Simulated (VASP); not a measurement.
# B17N15 (a cell with a defect) (B_N) in VASP: further runs, part 2 of 2

VASP 6.6.1. Earlier steps stand in the parts before.

## Step 3: Single point, PBE, collinear spin

File INCAR:

```
PREC = Accurate
ENCUT = 520
EDIFF = 1E-6
ISMEAR = -1
SIGMA = 0.01
LREAL = Auto
LASPH = True
NELM = 200
ALGO = Normal
ISIF = 2
LWAVE = False
LCHARG = True
ISPIN = 2
MAGMOM = 0 0.01 0.01 0 0 0.09 0 0 0.02 0.02 0 0 0 0 0 0 0.17 0.04 0.02 0.01 0.02 0.01 0.04 0.04 0.01 0.01 0.01 0.01 0.05 0.05 0 0
LORBIT = 11
NUPDOWN = 1.0
GGA = PE
LELF = True
LVHAR = True
NELECT = 125.0
NBANDS = 89
GGA_COMPAT = False
```

File KPOINTS:

```
regular mesh
0
Gamma
  1 1 1
```

File POSCAR:

```
B17N15
1.0
   -3.6241103844      3.6241103844     -3.6241103844
    3.6241103844      3.6241103844      3.6241103844
    3.6241103844     -3.6241103844     -3.6241103844
B N
17 15
Direct
    0.0047798630      0.0048259076      0.0041858986
   -0.0023925775      0.2472113957      0.7518946199
   -0.0024421445      0.5009510122      0.4983288086
    0.0049627340      0.7532554470      0.2559752793
    0.2514014212     -0.0003677035      0.7493737955
    0.2295252502      0.2550150827      0.5056166496
    0.2512526737      0.4984621572      0.2506067205
    0.2560375930      0.7552397735      0.0063371416
    0.5048365604     -0.0135901382      0.5128941255
    0.5043299385      0.2617917650      0.2372100798
    0.4989052786      0.5030847325     -0.0006397860
    0.4989184688      0.7483599946      0.7541695093
    0.7470168832      0.0014239838      0.2525416403
    0.7511039476      0.2471755145     -0.0006187052
    0.7888739497      0.5384934561      0.7895484999
    0.7512421040      0.7483467146      0.4982971790
    0.4734489468      0.2116188858      0.4631541654
   -0.0001525651     -0.0011713534      0.2498757999
    0.0004320737      0.2487828865      0.0005510474
   -0.0030692636      0.4972804432      0.7483370239
    0.0004748342      0.7494994342      0.4998800023
    0.2474798668     -0.0023344586     -0.0036204574
    0.2492440742      0.2509446057      0.7528579036
    0.2489410791      0.5019576240      0.5019326559
    0.2473959474      0.7451503542      0.2486251757
    0.5014008190     -0.0058767406      0.7564583979
    0.5013389315      0.5053565729      0.2452523971
    0.5001312884      0.7503270528      0.0014000407
    0.7540759995     -0.0027451097      0.5029433297
    0.7538405253      0.2518673451      0.2486450745
    0.7480616628      0.4975855794     -0.0028866530
    0.7480992414      0.7460280315      0.7486684363
```

Potentials or basis: VASP PAW PBE potentials, release 64 (B, N).

Launch:

```bash
> cat potpaw_PBE.64/B/POTCAR potpaw_PBE.64/N/POTCAR > POTCAR
> mpirun -np 1 vasp_gam > vasp.out
```

OUTCAR:

```text
PREC = Accurate
   ENCUT = 520
   EDIFF = 1E-6
   ISMEAR = -1
   LREAL = Auto
   LASPH = True
   NELM = 200
   ISIF = 2
   ISPIN = 2
   LORBIT = 11
   NUPDOWN = 1.0
   GGA = PE
   NELECT = 125.0

 ion  position               nearest neighbor table
   1  0.005  0.005  0.004-  19 1.55  22 1.56  18 1.57  32 1.61
   2  0.998  0.247  0.752-  19 1.55  29 1.55  23 1.57  20 1.58
   3  0.998  0.501  0.498-  21 1.55  30 1.55  24 1.57  20 1.58
   4  0.005  0.753  0.256-  21 1.55  25 1.55  18 1.57  31 1.61
   5  0.251  1.000  0.749-  22 1.56  26 1.57  21 1.57  23 1.58
   6  0.230  0.255  0.506-  24 1.52  23 1.52  18 1.56  17 1.73
[... 24 lines left out ...]
  31  0.748  0.498  0.997-  15 1.49  11 1.58  14 1.58   4 1.61
  32  0.748  0.746  0.749-  15 1.49  12 1.58  16 1.58   1 1.61

  LATTYP: Found a body centered cubic cell.
 ALAT       =     7.2482207688

  Lattice vectors:

 A1 = (  -3.6241103844,   3.6241103844,  -3.6241103844)
 A2 = (   3.6241103844,   3.6241103844,   3.6241103844)
 A3 = (   3.6241103844,  -3.6241103844,  -3.6241103844)

Analysis of symmetry for initial positions (statically):
=====================================================================
 Subroutine PRICEL returns:
 Original cell was already a primitive cell.

 Routine SETGRP: Setting up the symmetry group for a
 body centered cubic supercell.

 Subroutine GETGRP returns: Found  1 space group operations
 (whereof  1 operations were pure point group operations)
 out of a pool of 48 trial point group operations.

The static configuration has the point symmetry C_1 .

Analysis of symmetry for dynamics (positions and initial velocities):
=====================================================================
 Subroutine PRICEL returns:
 Original cell was already a primitive cell.

 Routine SETGRP: Setting up the symmetry group for a
 body centered cubic supercell.

 Subroutine GETGRP returns: Found  1 space group operations
 (whereof  1 operations were pure point group operations)
 out of a pool of 48 trial point group operations.

The dynamic configuration has the point symmetry C_1 .
[... 285 lines left out ...]

 k-point     1 :       0.0000    0.0000    0.0000
  band No.  band energies     occupation
      1     -12.8395      1.00000
      2      -9.5478      1.00000
      3      -9.4839      1.00000
      4      -9.4731      1.00000
      5      -9.4039      1.00000
      6      -9.3765      1.00000
[... 66 lines left out ...]
     73      16.4665      0.00000
     74      16.4747      0.00000
 [bands above 74 left out]

------------------------ aborting loop because EDIFF is reached ----------------------------------------

  FORCE on cell =-STRESS in cart. coord.  units (eV):
  Direction    XX          YY          ZZ          XY          YZ          ZX
  --------------------------------------------------------------------------------------
  -------------------------------------------------------------------------------------
  Total       -1.1452270      2.2980293      2.5040374     -0.5540300      4.4189361      0.8064607
  in kB       -9.6369124     19.3375705     21.0710974     -4.6620793     37.1846809      6.7862453
  external PRESSURE =      10.2572518 kB  Pullay stress =       0.0000000 kB

 VOLUME and BASIS-vectors are now :
 -----------------------------------------------------------------------------
  energy-cutoff  :      520.00
  volume of cell :      190.40
      direct lattice vectors                 reciprocal lattice vectors
    -3.624110384  3.624110384 -3.624110384     0.000000000  0.137964893 -0.137964893
     3.624110384  3.624110384  3.624110384     0.137964893  0.137964893  0.000000000
     3.624110384 -3.624110384 -3.624110384     0.137964893  0.000000000 -0.137964893

 POSITION                                       TOTAL-FORCE (eV/Angst)
 -----------------------------------------------------------------------------------
      0.01534      0.01964     -0.01500         0.005747      0.003850     -0.097370
      0.00543      1.78641     -5.44447         0.051078     -0.005633      0.003174
      0.00624      3.62476     -3.60576         0.051564      0.002906      0.004581
      3.63958      1.82018      1.78421         0.006439      0.090071      0.000938
      5.42748      1.81807     -0.00414        -0.145788      0.159695      0.178606
      1.92479     -0.07638     -1.74003        -0.257019      0.277311     -0.290870
[... 24 lines left out ...]
      2.70590      0.90071     -4.52140        -0.232461      0.118492      0.094298
      2.70575      2.70163     -2.72076        -0.228483     -0.103158     -0.119961
 -----------------------------------------------------------------------------------
    total drift:                               -0.008566     -0.001151      0.003643

  FREE ENERGIE OF THE ION-ELECTRON SYSTEM (eV)
  ---------------------------------------------------
  free  energy   TOTEN  =      -276.3705894705 eV

  energy  without entropy=     -276.3705894705  energy(sigma->0) =     -276.37058947

 total charge

# of ion       s       p       d       tot
------------------------------------------
    1        0.672   1.335   0.000   2.007
    2        0.673   1.351   0.000   2.024
    3        0.673   1.353   0.000   2.026
    4        0.672   1.335   0.000   2.007
    5        0.670   1.335   0.000   2.005
    6        0.699   1.385   0.000   2.083
[... 24 lines left out ...]
   31        1.209   2.746   0.000   3.955
   32        1.209   2.747   0.000   3.956
--------------------------------------------------
tot         29.788  64.480   0.000  94.268

 magnetization (x)

# of ion       s       p       d       tot
------------------------------------------
    1       -0.000  -0.001   0.000  -0.002
    2        0.001   0.007   0.000   0.008
    3        0.001   0.007   0.000   0.007
    4       -0.000  -0.001   0.000  -0.002
    5        0.000   0.001   0.000   0.001
    6        0.014   0.133   0.000   0.147
[... 24 lines left out ...]
   31        0.000   0.003   0.000   0.003
   32        0.000   0.003   0.000   0.003
--------------------------------------------------
tot          0.046   0.768   0.000   0.814
```

It took 2 min on 1 thread of Intel Xeon Platinum 8259CL at 2.50GHz (Skylake/Cascade Lake), shared host; peak memory 0.38 GiB.

What came out:

```yaml
Free_energy: -276.3706 eV
Largest_force: 0.525 eV/Å
Net_moment: 1.00 μB per cell
Site_moments: B -0.00, +0.01, +0.00, +0.15, +0.03, +0.26; N +0.04, +0.02, +0.01, +0.05, +0.00 μB
Valence_electrons_inside_the_program's_atomic_spheres: B 2.01, 2.02, 2.03, 2.00, 2.08, 2.14, 2.05, 1.99, 2.07, 2.11; N 3.94, 3.98, 3.95, 3.97, 4.00, 3.99, 3.96
```

Forces in eV/Å, atoms in the order of the input:
```
B    0.006  0.004 -0.097
B    0.051 -0.006  0.003
B    0.052  0.003  0.005
B    0.006  0.090  0.001
B   -0.146  0.160  0.179
B   -0.257  0.277 -0.291
B   -0.149 -0.185 -0.169
B    0.188  0.032 -0.032
B    0.330  0.229  0.268
B    0.337 -0.273 -0.245
B    0.099  0.049  0.012
B    0.094 -0.016 -0.045
B    0.198 -0.151  0.145
B   -0.061  0.113  0.058
B   -0.258 -0.323  0.324
B   -0.065 -0.056 -0.113
B    0.254  0.093 -0.057
N   -0.255  0.083 -0.069
N    0.009 -0.022  0.000
N    0.006 -0.147  0.136
N    0.010  0.001  0.023
N    0.067 -0.372 -0.047
N   -0.085  0.049  0.018
N   -0.095 -0.013 -0.056
N    0.064  0.059  0.376
N   -0.013  0.026 -0.093
N   -0.022  0.082 -0.019
N   -0.050 -0.019  0.015
N    0.079  0.200 -0.015
N    0.068  0.018 -0.190
N   -0.232  0.118  0.094
N   -0.228 -0.103 -0.120
```

Caveat: the k points lie up to 1.23 Å⁻¹ apart; the cell carries a net charge on a neutralising background, which shifts energy and pressure; the cell is charged against a uniform background, so pressure and absolute levels hang on convention; the total moment is fixed, so each spin has its own Fermi level.
